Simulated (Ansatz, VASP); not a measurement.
# PbS in VASP and in Ansatz

File INCAR:

```
SYSTEM = PbS
ALGO = Normal ; EDIFF = 1E-6
ENCUT = 520 ; ISIF = 2
ISMEAR = -1 ; LASPH = .TRUE.
LCHARG = .FALSE. ; LREAL = .FALSE.
LWAVE = .FALSE. ; NBANDS = 17
NELM = 60 ; PREC = Accurate
SIGMA = 0.08
```

Contents of KPOINTS:

```
k-points
0
G
  12 12 12
  0 0 0
```

Contents of POSCAR:

```
PbS
1.0
    0.0000000000      2.3946037554      2.3946037554
    2.3946037554      0.0000000000      2.3946037554
    2.3946037554      2.3946037554      0.0000000000
Pb S
1 1
Direct
    0.0000000000      0.0000000000      0.0000000000
    0.5000000000      0.5000000000      0.5000000000
```

Input for Ansatz:

```yaml
crystal:
  lattice:
    - [0.0, 2.3946037554, 2.3946037554]
    - [2.3946037554, 0.0, 2.3946037554]
    - [2.3946037554, 2.3946037554, 0.0]
  atoms:
    - { symbol: Pb, position: [0.0, 0.0, 0.0] }
    - { symbol: S, position: [0.5, 0.5, 0.5] }
kpoints:
  mp_grid: { grid: [12, 12, 12] }
scf:
  occupations: { method: fermi_dirac, width: 0.08 }
hamiltonian:
  xc: lda
  pseudopotentials: { kind: all_electron, datasets: crystal }
output:
  forces: true
  stress: true
  eigenvalues: true
```

Change from the starting cell: volume scaled by 0.55, crystal datasets.

Alike in both runs: task single point; functional LDA; k mesh 12 × 12 × 12; occupations fermi-dirac, width 0.08 eV; no spin polarisation.

|  | VASP | Ansatz |
| --- | --- | --- |
| version | VASP 6.6.1 | Ansatz 0.2.0 |
| potentials or method | VASP PAW LDA potentials, release 64 (Pb_d, S), cutoff 520 eV | all-electron PAW with datasets made for the crystal, scalar-relativistic |

VASP gave:

| Property | Result |
| --- | --- |
| pressure (GPa) | 130.8 |

Question: Estimate Ansatz's values.

Answer: Pressure (GPa): 130.4.

LDA's correlation is that of Perdew and Zunger in VASP and of Perdew and Wang (1992) in Ansatz. Both programs put the cell under a high pressure, so it lies far from rest at this level. Ansatz ran all-electron here, and VASP with PAW potentials.

Spin-orbit coupling is off throughout. Noted on VASP's run: the cell as given lies far from equilibrium.
